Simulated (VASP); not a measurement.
# Si2Mo (I4/mmm) in VASP: single point with PBE

Aim: the single point of Si2Mo with PBE.

Program: VASP 6.6.1. These are calculated values, not measurements. Logs are shortened: lines on timing, memory, paths and dates and some standing lists are left out, and cuts for length are marked.

### Step 1. The cell of the first run

It takes space group I4/mmm (No. 139, tetragonal). Conventional cell: a = 3.217 Å, b = 3.217 Å, c = 8.345 Å, α = 90.00°, β = 90.00°, γ = 90.00°. Si (site symmetry 4mm) has 5 Mo at 2.66 to 2.80 Å and 9 Si at 2.68 to 3.22 Å within 3.5 Å. Mo (site symmetry 4/mmm) has 10 Si at 2.66 to 2.80 Å and 4 Mo at 3.22 Å within 3.5 Å.

### Step 2. Single point, PBE

Input file INCAR:

```
PREC = Accurate
ENCUT = 500
EDIFF = 1E-6
ISMEAR = -5
SIGMA = 0.15
LREAL = F
LASPH = T
NELM = 120
ALGO = Normal
ISIF = 2
LWAVE = F
LCHARG = T
GGA = PE
LELF = T
LVHAR = T
NBANDS = 18
GGA_COMPAT = F
```

Input file KPOINTS:

```
Automatic mesh
0
Gamma
  20 20 20
```

Input file POSCAR:

```
Si2Mo
1.0
   -1.6084236815      1.6084236815      4.1727006059
    1.6084236815     -1.6084236815      4.1727006059
    1.6084236815      1.6084236815     -4.1727006059
Si Mo
2 1
Direct
    0.3350991396      0.3350991396      0.0000000000
    0.6649008604      0.6649008604      0.0000000000
    0.0000000000      0.0000000000      0.0000000000
```

Potentials or basis: VASP PAW PBE potentials, release 64 (Si, Mo_sv).

Run with:

```bash
$ cat potpaw_PBE.64/Si/POTCAR potpaw_PBE.64/Mo_sv/POTCAR > POTCAR
$ mpirun -np 1 vasp_std > vasp.out
```

OUTCAR:

```text
PREC = Accurate
   ENCUT = 500
   EDIFF = 1E-6
   ISMEAR = -5
   LREAL = F
   LASPH = T
   NELM = 120
   ISIF = 2
   GGA = PE

 ion  position               nearest neighbor table
   1  0.335  0.335  0.000-   3 2.66   3 2.66   3 2.66   3 2.66   2 2.68   2 2.68   2 2.68   2 2.68
                             2 2.75   3 2.80
   2  0.665  0.665  0.000-   3 2.66   3 2.66   3 2.66   3 2.66   1 2.68   1 2.68   1 2.68   1 2.68
                             1 2.75   3 2.80
   3  0.000  0.000  0.000-   2 2.66   1 2.66   2 2.66   1 2.66   2 2.66   1 2.66   1 2.66   2 2.66
                             1 2.80   2 2.80

  LATTYP: Found a body centered tetragonal cell.
 ALAT       =     3.2168473630
 C/A-ratio  =     2.5942795135

  Lattice vectors:

 A1 = (  -1.6084236815,   1.6084236815,   4.1727006059)
 A2 = (   1.6084236815,  -1.6084236815,   4.1727006059)
 A3 = (   1.6084236815,   1.6084236815,  -4.1727006059)

Analysis of symmetry for initial positions (statically):
=====================================================================
 Subroutine PRICEL returns:
 Original cell was already a primitive cell.

 Routine SETGRP: Setting up the symmetry group for a
 body centered tetragonal supercell.

 Subroutine GETGRP returns: Found 16 space group operations
 (whereof 16 operations were pure point group operations)
 out of a pool of 16 trial point group operations.

The static configuration has the point symmetry D_4h.

Analysis of symmetry for dynamics (positions and initial velocities):
=====================================================================
 Subroutine PRICEL returns:
 Original cell was already a primitive cell.

 Routine SETGRP: Setting up the symmetry group for a
 body centered tetragonal supercell.

 Subroutine GETGRP returns: Found 16 space group operations
 (whereof 16 operations were pure point group operations)
 out of a pool of 16 trial point group operations.

The dynamic configuration has the point symmetry D_4h.

 Subroutine INISYM returns: Found 16 space group operations
 (whereof 16 operations are pure point group operations),
 and found     1 'primitive' translations

----------------------------------------------------------------------------------------

                                     Primitive cell

  volume of cell :      43.1796

  direct lattice vectors                    reciprocal lattice vectors
    -1.608423681  1.608423681  4.172700606     0.000000000  0.310863366  0.119826474
     1.608423681 -1.608423681  4.172700606     0.310863366  0.000000000  0.119826474
     1.608423681  1.608423681 -4.172700606     0.310863366  0.310863366  0.000000000

  length of vectors
     4.752418734  4.752418734  4.752418734     0.333158245  0.333158245  0.439627189

  position of ions in fractional coordinates (direct lattice)
     0.335099140  0.335099140  0.000000000
     0.664900860  0.664900860  0.000000000
     0.000000000  0.000000000  0.000000000

  ion indices of the primitive-cell ions
   primitive index   ion index
                 1           1
                 2           2
                 3           3

----------------------------------------------------------------------------------------

 KPOINTS: Automatic mesh

Automatic generation of k-mesh.
 Grid dimensions read from file:
 generate k-points for:   20   20   20

 Generating k-lattice:

  Cartesian coordinates                     Fractional coordinates (reciprocal lattice)
     0.000000000  0.015543168  0.005991324     0.050000000  0.000000000  0.000000000
     0.015543168  0.000000000  0.005991324     0.000000000  0.050000000  0.000000000
     0.015543168  0.015543168  0.000000000     0.000000000  0.000000000  0.050000000

  Length of vectors
     0.016657912  0.016657912  0.021981359

  Shift w.r.t. Gamma in fractional coordinates (k-lattice)
     0.000000000  0.000000000  0.000000000

 TETIRR: Found  10156 inequivalent tetrahedra from    48000

 Subroutine IBZKPT returns following result:
 ===========================================

 Found    641 irreducible k-points:

 Following reciprocal coordinates:
            Coordinates               Weight
  0.000000  0.000000  0.000000      1.000000
  0.050000  0.000000  0.000000      8.000000
  0.100000  0.000000 -0.000000      8.000000
  0.150000  0.000000  0.000000      8.000000
  0.200000  0.000000 -0.000000      8.000000
  0.250000  0.000000  0.000000      8.000000
[... 16 lines left out ...]
 -0.400000  0.050000  0.000000     16.000000
 -0.350000  0.050000  0.000000     16.000000
 [... further k-points ...]
   k-points           NKPTS =    641   k-points in BZ     NKDIM =    641   number of bands    NBANDS=     18
   number of dos      NEDOS =    301   number of ions     NIONS =      3
   total plane-waves  NPLWV =  46656
   dimension x,y,z NGX =    36 NGY =   36 NGZ =   36
   dimension x,y,z NGXF=    72 NGYF=   72 NGZF=   72
   ions per type =               2   1
   NGX,Y,Z   is equivalent  to a cutoff of  12.59, 12.59, 12.59 a.u.
   NGXF,Y,Z  is equivalent  to a cutoff of  25.19, 25.19, 25.19 a.u.
 SYSTEM =  unknown system
   PREC   = accura    normal or accurate (medium, high low for compatibility)
   ISTART =      0    job   : 0-new  1-cont  2-samecut
   ICHARG =      2    charge: 1-file 2-atom 10-const
   ISPIN  =      1    spin polarized calculation?
   LNONCOLLINEAR =      F non collinear calculations
   LSORBIT =      F    spin-orbit coupling
   LASPH  =      T    aspherical Exc in radial PAW
   ENCUT  =  500.0 eV  36.75 Ry    6.06 a.u.   8.66  8.66  8.66*2*pi/ulx,y,z
   NELM   =    120;   NELMIN=  2; NELMDL= -5     # of ELM steps
   EDIFF  = 0.1E-05   stopping-criterion for ELM
   LREAL  =      F    real-space projection
[... 7 lines left out ...]
   TEBEG  =    0.0;   TEEND  =   0.0 temperature during run
   PSTRESS=    0.0 pullay stress
   NELECT =      22.0000    total number of electrons
   NUPDOWN=      -1.0000    fix difference up-down
   EMIN   =  10.00;   EMAX   =-10.00  energy-range for DOS
   EFERMI =   0.00;   METHOD = LEGACY
   ISMEAR =    -5;   SIGMA  =   0.15  broadening in eV -4-tet -1-fermi 0-gaus
   EFERMI_NEDOS =   21; number of points for ismear=-14 and -15
   IALGO  =     38    algorithm
   IMIX   =      4    mixing-type and parameters
     AMIX     =   0.40;   BMIX     =  1.00
     AMIX_MAG =   1.60;   BMIX_MAG =  1.00
  volume/ion in A,a.u.               =      14.39        97.13
  Fermi-wavevector in a.u.,A,eV,Ry     =   1.307544  2.470900 23.261494  1.709672
  Thomas-Fermi vector in A             =   2.438272
   LORBIT       =      0    0 simple, 1 ext, 2 COOP (PROOUT), +10 PAW based schemes
   GGA     = PE    functional components
   LHFCALC =     F    Hartree Fock is set to
   AEXX    =    0.0000 exact exchange contribution
   IVDW    =     0    specifies the selected vdW correction
   LEPSILON=     F    determine dielectric tensor
   LRPA    =     F    only Hartree local field effects (RPA)
 non-spin polarized calculation
 Fermi weights with tetrahedron method with Bloechl corrections
  energy-cutoff  :      500.00
  volume of cell :       43.18
 maximum number of plane-waves:      1120
   NGX = 17   NGY = 17   NGZ = 17

 number of electron      22.0000000 magnetization

 Free energy of the ion-electron system (eV)
  ---------------------------------------------------
  ext. energy  EPLUGINS =         0.00000000
  ---------------------------------------------------
  free energy    TOTEN  =       -23.07245616 eV

  energy without entropy =      -23.07245616  energy(sigma->0) =      -23.07245616

 E-fermi :  11.3381     XC(G=0): -12.1006

 val. band max:       11.3461480033   @ k =  -0.2500  -0.3500   0.2500
 cond. band min:      11.3063593519   @ k =   0.5000   0.5000   0.3000
 fundamental gap:     -0.0397886513
 Fermi energy:        11.3380571273

 k-point     1 :       0.0000    0.0000    0.0000
  band No.  band energies     occupation
      1     -49.5521      2.00000
      2     -23.7024      2.00000
      3     -23.5733      2.00000
      4     -23.5733      2.00000
      5      -1.6715      2.00000
      6       5.2055      2.00000
[... 10 lines left out ...]
     17      15.7801      0.00000
     18      15.7801      0.00000

 k-point     2 :       0.0500    0.0000    0.0000
  band No.  band energies     occupation
      1     -49.5517      2.00000
      2     -23.7018      2.00000
      3     -23.5791      2.00000
      4     -23.5728      2.00000
      5      -1.6280      2.00000
      6       5.1967      2.00000
[... 10 lines left out ...]
     17      15.8535      0.00000
     18      16.2167      0.00000

 k-point     3 :       0.1000    0.0000   -0.0000
  band No.  band energies     occupation
      1     -49.5505      2.00000
      2     -23.7003      2.00000
      3     -23.5959      2.00000
      4     -23.5712      2.00000
      5      -1.4982      2.00000
      6       5.1654      2.00000
[... 10 lines left out ...]
     17      16.1479      0.00000
     18      17.0715      0.00000

 k-point     4 :       0.1500    0.0000    0.0000
  band No.  band energies     occupation
      1     -49.5487      2.00000
      2     -23.6978      2.00000
      3     -23.6218      2.00000
      4     -23.5688      2.00000
      5      -1.2844      2.00000
      6       5.0954      2.00000
[... 10 lines left out ...]
     17      16.6847      0.00000
     18      18.0944      0.00000

 k-point     5 :       0.2000    0.0000   -0.0000
  band No.  band energies     occupation
      1     -49.5464      2.00000
      2     -23.6948      2.00000
      3     -23.6544      2.00000
      4     -23.5658      2.00000
      5      -0.9902      2.00000
      6       4.9575      2.00000
[... 10 lines left out ...]
     17      17.3194      0.00000
     18      19.2144      0.00000

 k-point     6 :       0.2500    0.0000    0.0000
  band No.  band energies     occupation
      1     -49.5438      2.00000
      2     -23.6923      2.00000
      3     -23.6894      2.00000
      4     -23.5624      2.00000
      5      -0.6204      2.00000
      6       4.7157      2.00000
[... 10 lines left out ...]
     17      17.8690      0.00000
     18      20.2936      0.00000

 k-point     7 :       0.3000    0.0000    0.0000
  band No.  band energies     occupation
      1     -49.5413      2.00000
      2     -23.7261      2.00000
      3     -23.6879      2.00000
      4     -23.5590      2.00000
      5      -0.1814      2.00000
      6       4.3500      2.00000
[... 10 lines left out ...]
     17      18.0529      0.00000
     18      20.2072      0.00000

 k-point     8 :       0.3500    0.0000    0.0000
  band No.  band energies     occupation
      1     -49.5390      2.00000
      2     -23.7581      2.00000
      3     -23.6848      2.00000
      4     -23.5559      2.00000
      5       0.3192      2.00000
      6       3.8721      2.00000
[... 10 lines left out ...]
     17      17.8102      0.00000
     18      19.6635      0.00000
[... 229 lines left out ...]
     17      17.6662      0.00000
     18      19.0362      0.00000

 k-point    20 :       0.4500    0.0500   -0.0000
  band No.  band energies     occupation
      1     -49.5356      2.00000
      2     -23.7987      2.00000
      3     -23.6803      2.00000
      4     -23.5574      2.00000
      5       1.5528      2.00000
      6       2.6783      2.00000
[... 10 lines left out ...]
     17      17.6864      0.00000
     18      18.4994      0.00000

 k-point    21 :       0.5000    0.0500    0.0000
  band No.  band energies     occupation
      1     -49.5352      2.00000
      2     -23.8042      2.00000
      3     -23.6797      2.00000
      4     -23.5569      2.00000
      5       2.0533      2.00000
      6       2.1659      2.00000
[... 10 lines left out ...]
     17      17.9330      0.00000
     18      18.1636      0.00000

 k-point    22 :      -0.4500    0.0500    0.0000
  band No.  band energies     occupation
      1     -49.5356      2.00000
      2     -23.7987      2.00000
      3     -23.6801      2.00000
      4     -23.5574      2.00000
      5       1.4352      2.00000
      6       2.7852      2.00000
[... 10 lines left out ...]
     17      17.9322      0.00000
     18      18.5682      0.00000

 k-point    23 :      -0.4000    0.0500    0.0000
  band No.  band energies     occupation
      1     -49.5368      2.00000
      2     -23.7825      2.00000
      3     -23.6815      2.00000
      4     -23.5590      2.00000
      5       0.8438      2.00000
      6       3.3940      2.00000
[... 10 lines left out ...]
     17      17.9360      0.00000
     18      19.2776      0.00000

 k-point    24 :      -0.3500    0.0500    0.0000
  band No.  band energies     occupation
      1     -49.5386      2.00000
      2     -23.7573      2.00000
      3     -23.6839      2.00000
      4     -23.5614      2.00000
      5       0.2950      2.00000
      6       3.9713      2.00000
[... 10 lines left out ...]
     17      17.9661      0.00000
     18      19.7603      0.00000

 [... further k-points ...]

------------------------ aborting loop because EDIFF is reached ----------------------------------------

  FORCE on cell =-STRESS in cart. coord.  units (eV):
  Direction    XX          YY          ZZ          XY          YZ          ZX
  --------------------------------------------------------------------------------------
  -------------------------------------------------------------------------------------
  Total       -1.2019033     -1.2019033     -6.1506242      0.0000000      0.0000000     -0.0000000
  in kB      -44.5966235    -44.5966235   -228.2189170      0.0000000      0.0000000     -0.0000000
  external PRESSURE =    -105.8040547 kB  Pullay stress =       0.0000000 kB

 VOLUME and BASIS-vectors are now :
 -----------------------------------------------------------------------------
  energy-cutoff  :      500.00
  volume of cell :       43.18
      direct lattice vectors                 reciprocal lattice vectors
    -1.608423681  1.608423681  4.172700606     0.000000000  0.310863366  0.119826474
     1.608423681 -1.608423681  4.172700606     0.310863366  0.000000000  0.119826474
     1.608423681  1.608423681 -4.172700606     0.310863366  0.310863366  0.000000000

 POSITION                                       TOTAL-FORCE (eV/Angst)
 -----------------------------------------------------------------------------------
      0.00000      0.00000      2.79654         0.000000      0.000000      0.238245
      0.00000      0.00000      5.54886        -0.000000     -0.000000     -0.238245
      0.00000      0.00000      0.00000         0.000000      0.000000      0.000000
 -----------------------------------------------------------------------------------
    total drift:                               -0.000000     -0.000000      0.000000

  FREE ENERGIE OF THE ION-ELECTRON SYSTEM (eV)
  ---------------------------------------------------
  free  energy   TOTEN  =       -23.0724561635 eV

  energy  without entropy=      -23.0724561635  energy(sigma->0) =      -23.07245616
```

It took 13 min on 1 thread of Intel Xeon 8259CL, shared host; peak memory 0.56 GiB.

What came out:

| Property | Result |
| --- | --- |
| Free energy | -23.0725 eV |
| Pressure | -10.6 GPa |
| Largest force | 0.238 eV/Å |
| Band gap on the k mesh | zero (bands 11 and 12 overlap by 0.90 eV) |

Forces on the atoms (eV/Å):
```
Si   0.000  0.000  0.238
Si   0.000  0.000 -0.238
Mo   0.000  0.000  0.000
```

Stress tensor (GPa, compression positive):
```
 -4.46   0.00   0.00
  0.00  -4.46   0.00
  0.00   0.00 -22.82
```

Caveat: the cell stands under tension; tetrahedron occupations give inexact forces and stress in metals.
